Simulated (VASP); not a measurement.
## Zn4Se3S: single point with PBE

Crystal: Zn4Se3S.

```xyz
8
Lattice="4.0031 0.0000 0.0000 0.0000 4.0031 0.0000 0.0000 0.0000 11.3162" Properties=species:S:1:pos:R:3 pbc="T T T"
Zn    2.0015    0.0000   10.0130
Zn    0.0000    2.0015    1.3031
Zn    2.0015    0.0000    4.2047
Zn    0.0000    2.0015    7.1115
Se    2.0015    2.0015    2.7546
Se    0.0000    0.0000    5.6581
Se    2.0015    2.0015    8.5616
S     0.0000    0.0000    0.0000
```

* Program: VASP 6.6.1
* Task: single point
* Functional: PBE
* Potentials or basis: VASP PAW PBE potentials, release 64 (Zn, Se, S)
* Cutoff: 520 eV
* k mesh: 8 × 8 × 4
* Occupations: gaussian, width 0.02 eV
* Spin: no spin polarisation

* Pressure: 0.2 GPa
* Largest force: 0.005 eV/Å
* Band gap on the k mesh: 1.30 eV

Forces on the atoms (eV/Å):
```
Zn   0.000  0.000  0.005
Zn   0.000  0.000 -0.005
Zn   0.000  0.000 -0.001
Zn   0.000  0.000  0.001
Se   0.000  0.000 -0.002
Se   0.000  0.000  0.000
Se   0.000  0.000  0.002
S    0.000  0.000  0.000
```

Levels at points of the mesh, in eV from the valence-band top:
```csv
k point,band 32,band 33,band 34,band 35,band 36,band 37,band 38,band 39,band 40,band 41
"(0.00, 0.00, 0.00)",-1.06,-1.06,-0.05,0.00,0.00,1.30,3.12,3.47,3.90,3.99
"(0.50, 0.00, 0.00)",-0.89,-0.85,-0.73,-0.70,-0.69,2.55,2.69,4.07,4.28,6.16
"(0.50, 0.50, 0.00)",-2.54,-2.16,-2.11,-2.11,-2.02,3.00,3.22,3.56,3.56,5.47
"(0.00, 0.00, 0.50)",-1.27,-0.52,-0.52,-0.29,-0.29,2.61,2.70,3.36,3.37,3.75
"(0.50, 0.00, 0.50)",-1.57,-1.40,-0.72,-0.71,-0.70,3.25,3.40,3.41,3.54,5.94
"(0.50, 0.50, 0.50)",-2.36,-2.36,-2.35,-2.27,-2.25,3.86,3.91,3.96,4.17,4.24
```

Run time: 6.7 min on 1 thread of Intel(R) Xeon(R) Platinum 8175M CPU @ 2.50GHz (Skylake/Cascade Lake), on a shared host, peak memory 0.45 GiB.
